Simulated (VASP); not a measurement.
# SnTe (F-43m) in VASP: a series of runs, part 2 of 2

VASP 6.6.1.

**3. Relaxation of cell and atoms, BLYP+D3(BJ)**

This run uses another cell than the first one, of 47.09 Å³/atom, 1.025 times its volume.

Contents of INCAR:

```
PREC = Accurate
ENCUT = 500
EDIFF = 1E-7
ISMEAR = 0
SIGMA = 0.01
LREAL = False
LASPH = True
NELM = 120
ALGO = Normal
ISIF = 3
LWAVE = False
LCHARG = False
GGA = B5
ALDAX = 1.0
AGGAX = 1.0
AGGAC = 1.0
ALDAC = 0.0
IVDW = 12
VDW_S6 = 1.0
VDW_S8 = 2.6996
VDW_A1 = 0.4298
VDW_A2 = 4.2359
IBRION = 2
NSW = 80
EDIFFG = -0.01
GGA_COMPAT = False
NELMIN = 4
```

Contents of KPOINTS:

```
regular mesh
0
Gamma
  4 4 4
```

Contents of POSCAR:

```
SnTe
1.0
    5.1069320000      0.0000000000      0.0000000000
    2.5534660000      4.4227328474      0.0000000000
    2.5534660000      1.4742442825      4.1697925170
Sn Te
1 1
Direct
    0.0000000000      0.0000000000      0.0000000000
    0.7500000000      0.7500000000      0.7500000000
```

Potentials or basis: VASP PAW PBE potentials, release 64 (Sn_d, Te).

Started as:

```
> cat potpaw_PBE.64/Sn_d/POTCAR potpaw_PBE.64/Te/POTCAR > POTCAR
> mpirun -np 1 vasp_std > vasp.out
```

OUTCAR:

```text
PREC = Accurate
   ENCUT = 500
   EDIFF = 1E-7
   ISMEAR = 0
   LREAL = False
   LASPH = True
   NELM = 120
   ISIF = 3
   GGA = B5
   IVDW = 12
   IBRION = 2
   NSW = 80
   EDIFFG = -0.01
   NELMIN = 4
 IVDW          = 12

 ion  position               nearest neighbor table
   1  0.000  0.000  0.000-   2 3.13   2 3.13   2 3.13   2 3.13
   2  0.750  0.750  0.750-   1 3.13   1 3.13   1 3.13   1 3.13

  LATTYP: Found a face centered cubic cell.
 ALAT       =     7.2222924965

  Lattice vectors:

 A1 = (   5.1069320000,   0.0000000000,   0.0000000000)
 A2 = (   2.5534660000,   4.4227328474,   0.0000000000)
 A3 = (   2.5534660000,   1.4742442825,   4.1697925170)

Analysis of symmetry for initial positions (statically):
=====================================================================
 Subroutine PRICEL returns:
 Original cell was already a primitive cell.

 Routine SETGRP: Setting up the symmetry group for a
 face centered cubic supercell.

 Subroutine GETGRP returns: Found 24 space group operations
 (whereof 24 operations were pure point group operations)
 out of a pool of 48 trial point group operations.

The static configuration has the point symmetry T_d .

Analysis of symmetry for dynamics (positions and initial velocities):
=====================================================================
 Subroutine PRICEL returns:
 Original cell was already a primitive cell.

 Routine SETGRP: Setting up the symmetry group for a
 face centered cubic supercell.

 Subroutine GETGRP returns: Found 24 space group operations
 (whereof 24 operations were pure point group operations)
 out of a pool of 48 trial point group operations.

The dynamic configuration has the point symmetry T_d .

 Subroutine INISYM returns: Found 24 space group operations
 (whereof 24 operations are pure point group operations),
 and found     1 'primitive' translations
[... 75 lines left out ...]
   LASPH  =      T    aspherical Exc in radial PAW
   ENCUT  =  500.0 eV  36.75 Ry    6.06 a.u.   9.31  9.31  9.31*2*pi/ulx,y,z
   NELM   =    120;   NELMIN=  4; NELMDL= -5     # of ELM steps
   EDIFF  = 0.1E-06   stopping-criterion for ELM
   LREAL  =      F    real-space projection
   EDIFFG = -.1E-01   stopping-criterion for IOM
   NSW    =     80    number of steps for IOM
   IBRION =      2    ionic relax: 0-MD 1-quasi-New 2-CG
   NFREE  =      1    steps in history (QN), initial steepest desc. (CG)
   ISIF   =      3    stress and relaxation
   ISYM   =      2    0-nonsym 1-usesym 2-fastsym
   POTIM  = 0.5000    time-step for ionic-motion
   TEBEG  =    0.0;   TEEND  =   0.0 temperature during run
   PSTRESS=    0.0 pullay stress
   NELECT =      20.0000    total number of electrons
   NUPDOWN=      -1.0000    fix difference up-down
   EMIN   =  10.00;   EMAX   =-10.00  energy-range for DOS
   EFERMI =   0.00;   METHOD = LEGACY
   ISMEAR =     0;   SIGMA  =   0.01  broadening in eV -4-tet -1-fermi 0-gaus
   EFERMI_NEDOS =   21; number of points for ismear=-14 and -15
   IALGO  =     38    algorithm
   IMIX   =      4    mixing-type and parameters
     AMIX     =   0.40;   BMIX     =  1.00
     AMIX_MAG =   1.60;   BMIX_MAG =  1.00
  volume/ion in A,a.u.               =      47.09       317.78
  Fermi-wavevector in a.u.,A,eV,Ry     =   0.976704  1.845703 12.979294  0.953951
  Thomas-Fermi vector in A             =   2.107344
   LORBIT       =      0    0 simple, 1 ext, 2 COOP (PROOUT), +10 PAW based schemes
   GGA     = B5    functional components
   LHFCALC =     F    Hartree Fock is set to
   AEXX    =    0.0000 exact exchange contribution
   IVDW    =    12    specifies the selected vdW correction
   LEPSILON=     F    determine dielectric tensor
   LRPA    =     F    only Hartree local field effects (RPA)
 conjugate gradient relaxation of ions
 non-spin polarized calculation
 Gauss-broadening in eV      SIGMA  =   0.01
  energy-cutoff  :      500.00
  volume of cell :       94.18
 maximum number of plane-waves:      2421
 NGX is ok and might be reduce to    40
   NGX = 19   NGY = 19   NGZ = 19

--------------------------------------- Ionic step        1  -------------------------------------------

 number of electron      19.9999999 magnetization

 Free energy of the ion-electron system (eV)
  ---------------------------------------------------
  ext. energy  EPLUGINS =         0.00000000
  ---------------------------------------------------
  free energy    TOTEN  =        -6.11348161 eV

  energy without entropy =       -6.11348161  energy(sigma->0) =       -6.11348161

------------------------ aborting loop because EDIFF is reached ----------------------------------------

 Edisp (eV)   -1.23959

 E8    (eV) :    -0.9310
[... 71 lines left out ...]
--------------------------------------- Ionic step        3  -------------------------------------------

 number of electron      20.0000006 magnetization

 Free energy of the ion-electron system (eV)
  ---------------------------------------------------
  ext. energy  EPLUGINS =         0.00000000
  ---------------------------------------------------
  free energy    TOTEN  =        -6.08737994 eV

  energy without entropy =       -6.08737994  energy(sigma->0) =       -6.08737994

 E-fermi :   3.8297     XC(G=0):  -7.0634

 val. band max:        3.7924415720   @ k =  -0.2500   0.5000   0.2500
 cond. band min:       3.8659600268   @ k =   0.5000   0.5000  -0.0000
 fundamental gap:      0.0735184548
 Fermi energy:         3.8296518172

 k-point     1 :       0.0000    0.0000    0.0000
  band No.  band energies     occupation
      1     -18.0066      2.00000
      2     -18.0066      2.00000
      3     -18.0066      2.00000
      4     -17.9938      2.00000
      5     -17.9938      2.00000
      6      -7.8951      2.00000
      7      -1.4675      2.00000
      8       1.8045      2.00000
      9       1.8045      2.00000
     10       1.8045      2.00000
     11       4.7390      0.00000
     12       4.7390      0.00000
     13       4.7390      0.00000
     14       8.0319      0.00000
[... 150 lines left out ...]
  FREE ENERGIE OF THE ION-ELECTRON SYSTEM (eV)
  ---------------------------------------------------
  free  energy   TOTEN  =        -7.3585486854 eV

  energy  without entropy=       -7.3585486844  energy(sigma->0) =       -7.35854868

 reached required accuracy - stopping structural energy minimisation
```

CONTCAR:

```text
SnTe
   1.00000000000000
     5.0664050605734827   -0.0000000000000000    0.0000000000000000
     2.5332025302867414    4.3876354883189954   -0.0000000000002806
     2.5332025302867414    1.4625451628058028    4.1367024095234148
  Sn              Te
     1     1
Direct
     0.0000000000000000    0.0000000000000000    0.0000000000000000
     0.7500000000000000    0.7500000000000000    0.7500000000000000

  0.00000000E+00  0.00000000E+00  0.00000000E+00
  0.00000000E+00  0.00000000E+00  0.00000000E+00
```

Wall time 85 s (1 thread of Intel Xeon Platinum 8488C (Sapphire Rapids), shared host); peak memory 0.25 GiB.

What came out:

| Property | Result |
| --- | --- |
| Free energy | -7.3585 eV |
| Relaxed volume | 45.98 Å³/atom |
| Relaxed cell | a = 5.066 Å, b = 5.066 Å, c = 5.066 Å, α = 60.00°, β = 60.00°, γ = 60.00° |
| Space group after relaxing (to 0.05 Å) | F-43m (No. 216) |
| Energy gained by relaxing | 2.7 meV/atom |
| Ionic steps | 3 |
| Pressure after relaxing | 0.0 GPa |
| Band gap on the k mesh | 0.07 eV, indirect (least direct gap 0.79 eV) |
| Dispersion energy per atom | -0.636 eV |

Step by step:
| step | energy change (eV) | largest force (eV/Å) | pressure (GPa) | volume (Å³) |
| --- | --- | --- | --- | --- |
| 1 | 0.0000 | 0.0000 | -0.74 | 94.18 |
| 2 | -0.0048 | 0.0000 | 0.30 | 91.25 |
| 3 | -0.0055 | 0.0000 | 0.00 | 91.96 |

Final structure:
```xyz
2
Lattice="5.0664 0.0000 0.0000 2.5332 4.3876 0.0000 2.5332 1.4625 4.1367" Properties=species:S:1:pos:R:3 pbc="T T T"
Sn    0.0000    0.0000    0.0000
Te    7.5996    4.3876    3.1025
```

Levels at points of the mesh, in eV from the valence-band top:
| k point | band 6 | band 7 | band 8 | band 9 | band 10 | band 11 | band 12 | band 13 | band 14 |
| --- | --- | --- | --- | --- | --- | --- | --- | --- | --- |
| (0.00, 0.00, 0.00) | -11.69 | -5.26 | -1.99 | -1.99 | -1.99 | 0.95 | 0.95 | 0.95 | 4.24 |
| (0.50, 0.00, 0.00) | -11.12 | -7.15 | -2.54 | -2.54 | -2.11 | 1.77 | 1.77 | 3.42 | 5.78 |
| (0.50, 0.50, 0.00) | -10.89 | -7.52 | -3.21 | -3.21 | -0.72 | 0.07 | 3.87 | 3.87 | 5.54 |

Caveat: the PAW data sets were made with another functional, which shifts forces and pressure a little; spin-orbit coupling is left out, which moves the levels of the heavy elements.
